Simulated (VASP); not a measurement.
# K (Im-3m) in VASP: notebook

The runs below take K through single point, relaxation of volume and atoms at fixed shape, with r2SCAN.

All numbers are computed with VASP 6.6.1; they aren't measurements. Logs are shortened: lines on timing, memory, paths and dates and some standing lists are left out, and cuts for length are marked.

## (1) The cell of the first run

Symmetry: Im-3m, No. 229, cubic system. The conventional cell has a = 5.337 Å, b = 5.337 Å, c = 5.337 Å, α = 90.00°, β = 90.00°, γ = 90.00°.

## (2) Single point, r2SCAN

File POSCAR:

```
K
1.0
   -2.6687432201      2.6687432201      2.6687432201
    2.6687432201     -2.6687432201      2.6687432201
    2.6687432201      2.6687432201     -2.6687432201
K
1
Direct
    0.0000000000      0.0000000000      0.0000000000
```

File INCAR.step1:

```
PREC = Accurate
ENCUT = 520
ISMEAR = -1
SIGMA = 0.02
LREAL = False
LASPH = True
NELM = 60
NBANDS = 10
GGA = PE
ALGO = Normal
EDIFF = 1E-4
LWAVE = True
LCHARG = False
```

File INCAR.step2:

```
PREC = Accurate
ENCUT = 520
EDIFF = 1E-6
ISMEAR = -1
SIGMA = 0.02
LREAL = False
LASPH = True
NELM = 60
ALGO = Normal
ISIF = 2
LWAVE = False
LCHARG = False
METAGGA = R2SCAN
LMIXTAU = True
NBANDS = 10
ISTART = 1
```

File KPOINTS:

```
Automatic mesh
0
Gamma
  13 13 13
```

Potentials or basis: VASP PAW PBE potentials, release 64 (K_sv).

Started as:

```sh
$ cat potpaw_PBE.64/K_sv/POTCAR > POTCAR
$ cp INCAR.step1 INCAR
$ mpirun -np 1 vasp_std > vasp.out
$ cp INCAR.step2 INCAR
$ mpirun -np 1 vasp_std > vasp.out
```

OUTCAR:

```text
PREC = Accurate
   ENCUT = 520
   EDIFF = 1E-6
   ISMEAR = -1
   LREAL = False
   LASPH = True
   NELM = 60
   ISIF = 2
   METAGGA = R2SCAN
   ISTART = 1

 ion  position               nearest neighbor table
   1  0.000  0.000  0.000-

  LATTYP: Found a body centered cubic cell.
 ALAT       =     5.3374864402

  Lattice vectors:

 A1 = (  -2.6687432201,   2.6687432201,   2.6687432201)
 A2 = (   2.6687432201,  -2.6687432201,   2.6687432201)
 A3 = (   2.6687432201,   2.6687432201,  -2.6687432201)

Analysis of symmetry for initial positions (statically):
=====================================================================
 Subroutine PRICEL returns:
 Original cell was already a primitive cell.

 Routine SETGRP: Setting up the symmetry group for a
 body centered cubic supercell.

 Subroutine GETGRP returns: Found 48 space group operations
 (whereof 48 operations were pure point group operations)
 out of a pool of 48 trial point group operations.

The static configuration has the point symmetry O_h .

Analysis of symmetry for dynamics (positions and initial velocities):
=====================================================================
 Subroutine PRICEL returns:
 Original cell was already a primitive cell.

 Routine SETGRP: Setting up the symmetry group for a
 body centered cubic supercell.

 Subroutine GETGRP returns: Found 48 space group operations
 (whereof 48 operations were pure point group operations)
 out of a pool of 48 trial point group operations.

The dynamic configuration has the point symmetry O_h .

 Subroutine INISYM returns: Found 48 space group operations
 (whereof 48 operations are pure point group operations),
 and found     1 'primitive' translations

----------------------------------------------------------------------------------------

                                     Primitive cell

  volume of cell :      76.0292

  direct lattice vectors                    reciprocal lattice vectors
    -2.668743220  2.668743220  2.668743220     0.000000000  0.187354106  0.187354106
     2.668743220 -2.668743220  2.668743220     0.187354106  0.000000000  0.187354106
     2.668743220  2.668743220 -2.668743220     0.187354106  0.187354106  0.000000000

  length of vectors
     4.622398850  4.622398850  4.622398850     0.264958718  0.264958718  0.264958718

  position of ions in fractional coordinates (direct lattice)
     0.000000000  0.000000000  0.000000000

  ion indices of the primitive-cell ions
   primitive index   ion index
                 1           1

----------------------------------------------------------------------------------------

 KPOINTS: Automatic mesh

Automatic generation of k-mesh.
 Grid dimensions read from file:
 generate k-points for:   13   13   13

 Generating k-lattice:

  Cartesian coordinates                     Fractional coordinates (reciprocal lattice)
     0.000000000  0.014411854  0.014411854     0.076923077  0.000000000  0.000000000
     0.014411854  0.000000000  0.014411854     0.000000000  0.076923077  0.000000000
     0.014411854  0.014411854  0.000000000     0.000000000  0.000000000  0.076923077

  Length of vectors
     0.020381440  0.020381440  0.020381440

  Shift w.r.t. Gamma in fractional coordinates (k-lattice)
     0.000000000  0.000000000  0.000000000

 Subroutine IBZKPT returns following result:
 ===========================================

 Found     84 irreducible k-points:

 Following reciprocal coordinates:
            Coordinates               Weight
  0.000000  0.000000  0.000000      1.000000
  0.076923  0.000000  0.000000     12.000000
  0.153846  0.000000  0.000000     12.000000
  0.230769  0.000000  0.000000     12.000000
  0.307692  0.000000  0.000000     12.000000
  0.384615  0.000000  0.000000     12.000000
[... 16 lines left out ...]
  0.153846  0.076923  0.076923     24.000000
  0.230769  0.076923  0.076923     24.000000
 [... further k-points ...]
   k-points           NKPTS =     84   k-points in BZ     NKDIM =     84   number of bands    NBANDS=     10
   number of dos      NEDOS =    301   number of ions     NIONS =      1
   total plane-waves  NPLWV =  46656
   dimension x,y,z NGX =    36 NGY =   36 NGZ =   36
   dimension x,y,z NGXF=    72 NGYF=   72 NGZF=   72
   ions per type =               1
   NGX,Y,Z   is equivalent  to a cutoff of  12.95, 12.95, 12.95 a.u.
   NGXF,Y,Z  is equivalent  to a cutoff of  25.90, 25.90, 25.90 a.u.
 SYSTEM =  unknown system
   PREC   = accura    normal or accurate (medium, high low for compatibility)
   ISTART =      1    job   : 0-new  1-cont  2-samecut
   ICHARG =      0    charge: 1-file 2-atom 10-const
   ISPIN  =      1    spin polarized calculation?
   LNONCOLLINEAR =      F non collinear calculations
   LSORBIT =      F    spin-orbit coupling
   LASPH  =      T    aspherical Exc in radial PAW
   ENCUT  =  520.0 eV  38.22 Ry    6.18 a.u.   8.59  8.59  8.59*2*pi/ulx,y,z
   NELM   =     60;   NELMIN=  2; NELMDL=  0     # of ELM steps
   EDIFF  = 0.1E-05   stopping-criterion for ELM
   LREAL  =      F    real-space projection
   EDIFFG = 0.1E-04   stopping-criterion for IOM
   NSW    =      0    number of steps for IOM
   IBRION =     -1    ionic relax: 0-MD 1-quasi-New 2-CG
   NFREE  =      0    steps in history (QN), initial steepest desc. (CG)
   ISIF   =      2    stress and relaxation
   ISYM   =      2    0-nonsym 1-usesym 2-fastsym
   POTIM  = 0.5000    time-step for ionic-motion
   TEBEG  =    0.0;   TEEND  =   0.0 temperature during run
   PSTRESS=    0.0 pullay stress
   NELECT =       9.0000    total number of electrons
   NUPDOWN=      -1.0000    fix difference up-down
   EMIN   =  10.00;   EMAX   =-10.00  energy-range for DOS
   EFERMI =   0.00;   METHOD = LEGACY
   ISMEAR =    -1;   SIGMA  =   0.02  broadening in eV -4-tet -1-fermi 0-gaus
   EFERMI_NEDOS =   21; number of points for ismear=-14 and -15
   IALGO  =     38    algorithm
   IMIX   =      4    mixing-type and parameters
     AMIX     =   0.40;   BMIX     =  1.00
     AMIX_MAG =   1.60;   BMIX_MAG =  1.00
  volume/ion in A,a.u.               =      76.03       513.07
  Fermi-wavevector in a.u.,A,eV,Ry     =   0.803826  1.519011  8.791224  0.646137
  Thomas-Fermi vector in A             =   1.911767
   LORBIT       =      0    0 simple, 1 ext, 2 COOP (PROOUT), +10 PAW based schemes
   METAGGA = R2SCAN    functional components
   LHFCALC =     F    Hartree Fock is set to
   AEXX    =    0.0000 exact exchange contribution
   IVDW    =     0    specifies the selected vdW correction
   LEPSILON=     F    determine dielectric tensor
   LRPA    =     F    only Hartree local field effects (RPA)
 non-spin polarized calculation
  energy-cutoff  :      520.00
  volume of cell :       76.03
 maximum number of plane-waves:      2093
   NGX = 17   NGY = 17   NGZ = 17

 number of electron       9.0000001 magnetization

 Free energy of the ion-electron system (eV)
  ---------------------------------------------------
  ext. energy  EPLUGINS =         0.00000000
  ---------------------------------------------------
  free energy    TOTEN  =        -6.01177807 eV

  energy without entropy =       -6.01045129  energy(sigma->0) =       -6.01111468

 E-fermi :  -0.1092     XC(G=0):  -5.8231

 val. band max:       -0.1715317720   @ k =  -0.3077   0.3077   0.3077
 cond. band min:      -0.1078671043   @ k =  -0.3077   0.3846   0.2308
 fundamental gap:      0.0636646677
 Fermi energy:        -0.1091842339

 k-point     1 :       0.0000    0.0000    0.0000
  band No.  band energies     occupation
      1     -33.8131      2.00000
      2     -16.4865      2.00000
      3     -16.4865      2.00000
      4     -16.4865      2.00000
      5      -2.3917      2.00000
      6       4.5827      0.00000
      7       4.5828      0.00000
      8       4.5828      0.00000
      9       5.5245      0.00000
     10       5.5245      0.00000

 k-point     2 :       0.0769    0.0000    0.0000
  band No.  band energies     occupation
      1     -33.8128      2.00000
      2     -16.4900      2.00000
      3     -16.4876      2.00000
      4     -16.4864      2.00000
      5      -2.3152      2.00000
      6       4.4560      0.00000
      7       4.4725      0.00000
      8       4.6421      0.00000
      9       5.3656      0.00000
     10       5.4974      0.00000

 k-point     3 :       0.1538    0.0000    0.0000
  band No.  band energies     occupation
      1     -33.8123      2.00000
      2     -16.4999      2.00000
      3     -16.4909      2.00000
      4     -16.4864      2.00000
      5      -2.0886      2.00000
      6       3.9640      0.00000
      7       4.2096      0.00000
      8       4.8189      0.00000
      9       5.2599      0.00000
     10       5.4470      0.00000

 k-point     4 :       0.2308    0.0000    0.0000
  band No.  band energies     occupation
      1     -33.8114      2.00000
      2     -16.5138      2.00000
      3     -16.4955      2.00000
      4     -16.4864      2.00000
      5      -1.7196      2.00000
      6       3.2344      0.00000
      7       3.9081      0.00000
      8       5.1093      0.00000
      9       5.3192      0.00000
     10       5.4313      0.00000
[... 222 lines left out ...]
 k-point    22 :       0.0769    0.0769    0.0769
  band No.  band energies     occupation
      1     -33.8119      2.00000
      2     -16.5069      2.00000
      3     -16.4890      2.00000
      4     -16.4890      2.00000
      5      -1.9395      2.00000
      6       3.8193      0.00000
      7       3.8193      0.00000
      8       4.9199      0.00000
      9       5.4268      0.00000
     10       5.4268      0.00000

 k-point    23 :       0.1538    0.0769    0.0769
  band No.  band energies     occupation
      1     -33.8112      2.00000
      2     -16.5187      2.00000
      3     -16.4937      2.00000
      4     -16.4892      2.00000
      5      -1.5745      2.00000
      6       3.1892      0.00000
      7       3.4884      0.00000
      8       5.1211      0.00000
      9       5.4600      0.00000
     10       5.5867      0.00000

 k-point    24 :       0.2308    0.0769    0.0769
  band No.  band energies     occupation
      1     -33.8104      2.00000
      2     -16.5300      2.00000
      3     -16.4998      2.00000
      4     -16.4894      2.00000
      5      -1.0812      2.00000
      6       2.4707      0.00000
      7       3.2249      0.00000
      8       5.2608      0.00000
      9       5.5854      0.00000
     10       5.7144      0.00000

 [... further k-points ...]

------------------------ aborting loop because EDIFF is reached ----------------------------------------

  FORCE on cell =-STRESS in cart. coord.  units (eV):
  Direction    XX          YY          ZZ          XY          YZ          ZX
  --------------------------------------------------------------------------------------
  -------------------------------------------------------------------------------------
  Total       -0.0037481     -0.0037481     -0.0037481     -0.0000000      0.0000000     -0.0000000
  in kB       -0.0789839     -0.0789839     -0.0789839     -0.0000000      0.0000000     -0.0000000
  external PRESSURE =      -0.0789839 kB  Pullay stress =       0.0000000 kB

 VOLUME and BASIS-vectors are now :
 -----------------------------------------------------------------------------
  energy-cutoff  :      520.00
  volume of cell :       76.03
      direct lattice vectors                 reciprocal lattice vectors
    -2.668743220  2.668743220  2.668743220     0.000000000  0.187354106  0.187354106
     2.668743220 -2.668743220  2.668743220     0.187354106  0.000000000  0.187354106
     2.668743220  2.668743220 -2.668743220     0.187354106  0.187354106  0.000000000

 POSITION                                       TOTAL-FORCE (eV/Angst)
 -----------------------------------------------------------------------------------
      0.00000      0.00000      0.00000         0.000000      0.000000      0.000000
 -----------------------------------------------------------------------------------
    total drift:                               -0.000000      0.000000      0.000000

  FREE ENERGIE OF THE ION-ELECTRON SYSTEM (eV)
  ---------------------------------------------------
  free  energy   TOTEN  =        -6.0117780692 eV

  energy  without entropy=       -6.0104512907  energy(sigma->0) =       -6.01111468
```

Run time: 1.8 min. Hardware: 1 thread of Intel Xeon Platinum 8559C (Emerald Rapids), shared host; peak memory 0.24 GiB.

What came out:

| Property | Result |
| --- | --- |
| Free energy | -6.0118 eV |
| Pressure | 0.0 GPa |

Caveat: the PAW data sets were made with another functional, which shifts forces and pressure a little.

## (3) Relaxation of volume and atoms at fixed shape, r2SCAN

This run uses another cell than the first one, of 71.32 Å³/atom, 0.938 times its volume.

File POSCAR:

```
K
1.0
   -2.6125000000      2.6125000000      2.6125000000
    2.6125000000     -2.6125000000      2.6125000000
    2.6125000000      2.6125000000     -2.6125000000
K
1
Direct
    0.0000000000      0.0000000000      0.0000000000
```

File INCAR.step1:

```
SYSTEM = K
ALGO     = Normal         ! electronic algorithm
EDIFF    = 1E-4           ! SCF threshold, eV
ENCUT    = 600            ! plane-wave cutoff, eV
GGA      = PE             ! functional
ISMEAR   = -1             ! smearing method
LASPH    = .True.         ! aspherical terms in the spheres
LCHARG   = .False.        ! write CHGCAR
LREAL    = .False.        ! projectors in reciprocal space
LWAVE    = .True.         ! write WAVECAR
NELM     = 100            ! most SCF steps
PREC     = Accurate       ! precision mode
SIGMA    = 0.02           ! smearing width, eV
```

File INCAR.step2:

```
SYSTEM = K
ALGO     = Normal         ! electronic algorithm
EDIFF    = 1E-6           ! SCF threshold, eV
EDIFFG   = -0.02          ! ionic threshold
ENCUT    = 600            ! plane-wave cutoff, eV
IBRION   = 2              ! ionic algorithm
ISIF     = 8              ! what is computed and relaxed
ISMEAR   = -1             ! smearing method
ISTART   = 1            
LASPH    = .True.         ! aspherical terms in the spheres
LCHARG   = .False.        ! write CHGCAR
LMIXTAU  = .True.       
LREAL    = .False.        ! projectors in reciprocal space
LWAVE    = .False.        ! write WAVECAR
METAGGA  = R2SCAN         ! meta-GGA
NELM     = 100            ! most SCF steps
NSW      = 80             ! ionic steps
PREC     = Accurate       ! precision mode
SIGMA    = 0.02           ! smearing width, eV
```

File KPOINTS:

```
k-points
0
Gamma
  13 13 13
  0 0 0
```

Potentials or basis: VASP PAW PBE potentials, release 64 (K_sv).

Started as:

```sh
$ cat potpaw_PBE.64/K_sv/POTCAR > POTCAR
$ cp INCAR.step1 INCAR
$ mpirun -np 1 vasp_std > vasp.out
$ cp INCAR.step2 INCAR
$ mpirun -np 1 vasp_std > vasp.out
```

Wall time 15 min (1 thread of Intel Xeon 8259CL, shared host); peak memory 0.26 GiB.

The run converged. Its results:

- Free energy: -6.0126 eV
- Relaxed volume: 76.38 Å³/atom
- Relaxed cell: a = 4.629 Å, b = 4.629 Å, c = 4.629 Å, α = 109.47°, β = 109.47°, γ = 109.47°
- Space group after relaxing (to 0.05 Å): Im-3m (No. 229)
- Energy gained by relaxing: 4.0 meV/atom
- Ionic steps: 3
- Pressure after relaxing: 0.0 GPa

Step by step:
| step | energy change (eV) | largest force (eV/Å) | pressure (GPa) | volume (Å³) |
| --- | --- | --- | --- | --- |
| 1 | 0.0000 | 0.0000 | 0.27 | 71.32 |
| 2 | -0.0018 | 0.0000 | 0.25 | 72.56 |
| 3 | -0.0040 | 0.0000 | -0.01 | 76.38 |

Final structure:
```xyz
1
Lattice="-2.6728 2.6728 2.6728 2.6728 -2.6728 2.6728 2.6728 2.6728 -2.6728" Properties=species:S:1:pos:R:3 pbc="T T T"
K     0.0000    0.0000    0.0000
```

Levels at points of the mesh, in eV from the Fermi level:
| k point | band 1 | band 2 | band 3 | band 4 | band 5 | band 6 | band 7 | band 8 |
| --- | --- | --- | --- | --- | --- | --- | --- | --- |
| (0.00, 0.00, 0.00) | -33.71 | -16.38 | -16.38 | -16.38 | -2.28 | 4.69 | 4.69 | 4.69 |

Caveat: the PAW data sets were made with another functional, which shifts forces and pressure a little. Zero-point motion and thermal expansion aren't in these numbers.
